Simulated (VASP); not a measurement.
Wanted: the native input for a VASP 6.6.1 run.

- Task: single point
- Functional: LDA
- Potentials or basis: VASP PAW LDA potentials, release 64 (O)
- Cutoff: 600 eV
- k mesh: 7 × 7 × 5
- Occupations: fermi-dirac, width 0.05 eV
- Spin: no spin polarisation
- Dipole correction: no
- Further INCAR settings: ALGO = Normal; EDIFF = 1e-06; NBANDS = 13

The structure of O lies in POSCAR:

```
O
1.0
    2.7943747930     -1.6291676212      0.0000000000
    2.7943747930      1.6291676212      0.0000000000
   -2.3466015720      0.0000000000      3.7974283424
O
2
Direct
    0.0254538300      0.0254538300      0.1555740200
    0.9745461700      0.9745461700      0.8444259800
```

These files were run (other wordings do the same):

INCAR

```
SYSTEM = O
  ALGO = Normal
  EDIFF = 1E-6
  ENCUT = 600
  GGA = CA
  GGA_COMPAT = .False.
  ISIF = 2
  ISMEAR = -1
  LASPH = .True.
  LCHARG = .False.
  LREAL = .False.
  LWAVE = .False.
  NBANDS = 13
  NELM = 120
  PREC = Accurate
  SIGMA = 0.05
```

KPOINTS

```
k-points
0
Gamma
  7 7 5
  0 0 0
```

Potentials or basis: VASP PAW LDA potentials, release 64 (O).

Command:

```bash
$ cat potpaw_LDA.64/O/POTCAR > POTCAR
$ mpirun -np 1 vasp_std > vasp.out
```

It gave:

```yaml
Pressure: -9.4 GPa
Largest_force: 2.695 eV/Å
Band_gap_on_the_k_mesh: zero (bands 6 and 7 overlap by 0.31 eV)
```

Caveat: spin is off for a triplet molecule; the stress differs along the axes, from -17 to -5 GPa; forces of over 1 eV/Å act on the atoms, so gaps and moduli don't describe the material at rest.

It took 31 s on 1 thread of AMD EPYC 7R43 64-Core Processor (Zen 3), on a shared host, peak memory 0.12 GiB.
